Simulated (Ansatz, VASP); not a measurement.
## Two plane-wave programs on ZrO2

```xyz
3
Lattice="0.0000 2.6260 2.6260 2.6260 0.0000 2.6260 2.6260 2.6260 0.0000" Properties=species:S:1:pos:R:3 pbc="T T T"
Zr    2.6260    2.6260    2.6260
O     3.9390    3.9390    3.9390
O     1.3130    1.3130    1.3130
```

Alike in both runs: task single point; functional PBE; dispersion D3(BJ); k mesh 8 × 8 × 8; occupations gaussian, width 0.02 eV; no spin polarisation.

```csv
,VASP,Ansatz
version,VASP 6.6.1,Ansatz 0.2.0
potentials or method,"VASP PAW PBE potentials, release 64 (Zr_sv, O), cutoff 600 eV","scalar-relativistic, plane waves, PAW"
valence electrons in the cell,24,24
```

```tsv
	VASP	Ansatz	Ansatz less VASP
gap on the k mesh at the Fermi level (eV)	3.09	3.09	+0.007
least direct gap on the mesh (eV)	3.46	3.47	+0.005
pressure (GPa)	-19.1	-19.1	-0.04
```
